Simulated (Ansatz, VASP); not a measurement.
# PbSe: VASP beside Ansatz

File INCAR:

```
  PREC = Accurate
  ENCUT = 520
  EDIFF = 1E-8
  ISMEAR = -1
  SIGMA = 0.01
  LREAL = F
  LASPH = T
  NELM = 100
  ALGO = Normal
  ISIF = 2
  LWAVE = F
  LCHARG = F
  GGA = PE
  LEFG = T
  NBANDS = 17
```

KPOINTS

```
Automatic mesh
0
Gamma
  9 9 9
```

POSCAR

```
PbSe
1.0
    0.0000000000      3.0621500000      3.0927715000
    3.0621500000      0.0000000000      3.0927715000
    3.0621500000      3.0621500000      0.0000000000
Pb Se
1 1
Direct
    0.0000000000      0.0000000000      0.0000000000
    0.5000000000      0.5000000000      0.5000000000
```

Input for Ansatz:

```yaml
crystal:
  lattice:
    - [0.0, 3.06215, 3.0927715]
    - [3.06215, 0.0, 3.0927715]
    - [3.06215, 3.06215, 0.0]
  atoms:
    - { symbol: Pb, position: [0.0, 0.0, 0.0] }
    - { symbol: Se, position: [0.5, 0.5, 0.5] }
kpoints:
  mp_grid: { grid: [9, 9, 9] }
scf:
  occupations: { method: fermi_dirac, width: 0.01 }
hamiltonian:
  xc: pbe
  pseudopotentials: { kind: all_electron, datasets: crystal }
output:
  forces: true
  stress: true
  eigenvalues: true
  efg: { contact_densities: true }
```

Change from the starting cell: zz strain of +1 %, crystal datasets.

Alike in both runs: task electric field gradients; functional PBE; k mesh 9 × 9 × 9; occupations fermi-dirac, width 0.01 eV; no spin polarisation.

|  | VASP | Ansatz |
| --- | --- | --- |
| version | VASP 6.6.1 | Ansatz 0.2.0 |
| potentials or method | VASP PAW PBE potentials, release 64 (Pb_d, Se), cutoff 520 eV | all-electron PAW with datasets made for the crystal, scalar-relativistic |

```tsv
	VASP	Ansatz	Ansatz less VASP
gap on the k mesh at the Fermi level (eV)	0.71	0.70	-0.003
pressure (GPa)	1.8	1.8	+0.02
traceless stress, the component that is largest in VASP (GPa)	-0.80	-0.79	+0.003
size of Vzz on the site where it differs most (V/Å²)	30.1	32.7	+2.53
```

Ansatz ran all-electron here, and VASP with PAW potentials.

Spin-orbit coupling is off throughout.
